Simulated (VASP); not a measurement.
Wanted: the native input for a VASP 6.6.1 run.

```
Task                   : single point
Functional             : PBEsol
Potentials or basis    : VASP PAW PBE potentials, release 64 (Ru_pv, Al, N)
Cutoff                 : 600 eV
k mesh                 : 3 × 3 × 4
Occupations            : gaussian, width 0.05 eV
Spin                   : collinear spin, ferromagnetic start
Starting moments       : [5.0, 0.0, 0.0, 0.0, 0.0, 0.0, 0.0, 0.0, 0.0, 0.0, 0.0, 0.0, 0.0, 0.0, 0.0, 0.0] μB
Hubbard terms          : Ru d U = 2.0 eV
Dipole correction      : no
Further INCAR settings : ALGO = Normal; EDIFF = 1e-06; NBANDS = 56
```

The structure of Al7RuN8 lies in POSCAR:

```
Al7RuN8
1.0
    6.2200009000      0.0000000000      0.0000000000
   -3.1100004000      5.3866788000      0.0000000000
    0.0000000000      0.0000000000      4.9800000000
Ru Al N
1 7 8
Direct
    0.3341166521      0.1705523092      0.9472287618
    0.3335617022      0.6676266108      0.0101857161
    0.8287902141      0.1599342057      0.0107336293
    0.8316944424      0.6676423421      0.0101894852
    0.1623055163      0.3330376853      0.4972386905
    0.1641433322      0.8306576049      0.4973331042
    0.6683800821      0.3330469993      0.4972319376
    0.6641081001      0.8305949293      0.5054944609
    0.3322621662      0.1668754145      0.4054422833
    0.3333175146      0.6664646119      0.3847897471
    0.8293222718      0.1610059596      0.3846689022
    0.8307765239      0.6664741706      0.3847895567
    0.1497133434      0.3439086141      0.8768782842
    0.1544915866      0.8113691933      0.8770874201
    0.6918649834      0.3439347790      0.8768705238
    0.6637219466      0.8298289211      0.8856334642
```

One way to write it, as run:

INCAR

```
PREC = Accurate
ENCUT = 600
EDIFF = 1E-6
ISMEAR = 0
SIGMA = 0.05
LREAL = F
LASPH = T
NELM = 200
ALGO = Normal
ISIF = 2
LWAVE = F
LCHARG = T
ISPIN = 2
MAGMOM = 5 0 0 0 0 0 0 0 0 0 0 0 0 0 0 0
LORBIT = 11
LMAXMIX = 4
LDAU = T
LDAUTYPE = 2
LDAUL = 2 -1 -1
LDAUU = 2 0 0
LDAUJ = 0 0 0
LDAUPRINT = 1
GGA = PS
LELF = T
LVHAR = T
NBANDS = 56
GGA_COMPAT = F
```

KPOINTS

```
Automatic mesh
0
Gamma
  3 3 4
```

Potentials or basis: VASP PAW PBE potentials, release 64 (Ru_pv, Al, N).

Launch:

```console
$ cat potpaw_PBE.64/Ru_pv/POTCAR potpaw_PBE.64/Al/POTCAR potpaw_PBE.64/N/POTCAR > POTCAR
$ mpirun -np 1 vasp_std > vasp.out
```

Results of the run:

| Quantity | Value |
| --- | --- |
| Pressure | 6.1 GPa |
| Largest force | 0.105 eV/Å |
| Net moment | 0.50 μB per cell |
| Site moments | Ru +0.34; Al +0.00; N -0.00, +0.00, +0.01 μB |
| Valence electrons inside the program's atomic spheres | Ru 12.75; Al 0.83, 0.84, 0.82; N 3.75, 3.85, 3.82, 3.81, 3.84 |

Caveat: the k points lie up to 0.39 Å⁻¹ apart; the PAW data sets were made with another functional, which shifts forces and pressure a little; the moment fell far below its start of 5 μB, so a state of higher moment may lie lower in energy.

Wall time 18 min on 1 thread of Intel Xeon 8259CL, with other jobs on the host, peak memory 0.57 GiB.
